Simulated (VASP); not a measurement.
A run of VASP 6.6.1:

INCAR

```
SYSTEM = La
PREC = Accurate ; ENCUT = 520
EDIFF = 1E-7 ; ISMEAR = -1
SIGMA = 0.05 ; LREAL = .False.
LASPH = .True. ; NELM = 100
ALGO = Normal ; ISIF = 2
LWAVE = .False. ; LCHARG = .False.
GGA = PE ; NBANDS = 12
```

File KPOINTS:

```
regular mesh
0
Gamma
  11 11 11
  0 0 0
```

POSCAR

```
La
1.0
    0.0000000000      2.6828461013      2.6828461013
    2.6828461013      0.0000000000      2.6828461013
    2.6828461013      2.6828461013      0.0000000000
La
1
Direct
    0.0000000000      0.0000000000      0.0000000000
```

Potentials or basis: VASP PAW PBE potentials, release 64 (La).

Launch:

```sh
$ cat potpaw_PBE.64/La/POTCAR > POTCAR
$ mpirun -np 1 vasp_std > vasp.out
```

Hardware: 1 thread of Intel(R) Xeon(R) Platinum 8488C (Sapphire Rapids) (shared host).

Estimate the wall time of this run.

Wall time 25 s on 1 thread of Intel(R) Xeon(R) Platinum 8488C (Sapphire Rapids), on a shared host, peak memory 0.18 GiB. Counts: scf iterations 16, k points 56.
